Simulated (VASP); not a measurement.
Set up this calculation in VASP 6.6.1, as the native input.

```yaml
Task: relaxation of cell and atoms
Functional: PBE
Potentials_or_basis: VASP PAW PBE potentials, release 64 (Rb_sv, Ga_d, As, O)
Cutoff: 600 eV
k_mesh: 4 × 4 × 4
Occupations: gaussian, width 0.1 eV
Spin: no spin polarisation
Dipole_correction: no
Further_INCAR_settings: ALGO = Normal; EDIFF = 1e-06; IBRION = 2; EDIFFG = -0.04; NSW = 90; ISIF = 3
```

The structure of RbGaAsO4 lies in POSCAR:

```
RbGaAsO4
1.0
    0.0000000000      3.9346380900      3.9346380900
    3.9346380900      0.0000000000      3.9346380900
    3.9346380900      3.9346380900      0.0000000000
Rb Ga As O
1 1 1 4
Direct
    0.0000000000      0.0000000000      0.0000000000
    0.2500000000      0.2500000000      0.2500000000
    0.5000000000      0.5000000000      0.5000000000
    0.3751452800      0.8745641600      0.3751452800
    0.3751452800      0.3751452800      0.3751452800
    0.8745641600      0.3751452800      0.3751452800
    0.3751452800      0.3751452800      0.8745641600
```

The cell was generated, and may not be a known phase.

These files were run (other wordings do the same):

INCAR

```
  ALGO = Normal
  EDIFF = 1E-6
  EDIFFG = -0.04
  ENCUT = 600
  GGA = PE
  IBRION = 2
  ISIF = 3
  ISMEAR = 0
  LASPH = True
  LCHARG = False
  LREAL = False
  LWAVE = False
  NELM = 60
  NSW = 90
  PREC = Accurate
  SIGMA = 0.1
```

KPOINTS

```
k-points
0
Gamma
  4 4 4
```

Potentials or basis: VASP PAW PBE potentials, release 64 (Rb_sv, Ga_d, As, O).

Launch:

```console
$ cat potpaw_PBE.64/Rb_sv/POTCAR potpaw_PBE.64/Ga_d/POTCAR potpaw_PBE.64/As/POTCAR potpaw_PBE.64/O/POTCAR > POTCAR
$ mpirun -np 1 vasp_std > vasp.out
```

Results of the run:

The relaxed volume is 21.82 Å³/atom, the relaxed cell is a = 6.000 Å, b = 6.000 Å, c = 6.000 Å, α = 60.00°, β = 60.00°, γ = 60.00° and the space group after relaxing (to 0.1 Å) is F-43m (No. 216). The energy gained by relaxing is 297.8 meV/atom. The ionic steps are 3, the pressure after relaxing is 0.0 GPa and the largest force after relaxing is 0.014 eV/Å. The band gap on the k mesh is zero (an odd number of electrons rules out a gap without spin polarisation).

Caveat: the volume moved by over 15 % at a fixed basis, so the end points are rough; an odd number of electrons without spin polarisation forces a metal; a magnetic or distorted state may lie lower.

Wall time 3.6 min on 1 thread of Oxide Virtual Turin-like Processor (shared host), peak memory 0.33 GiB.
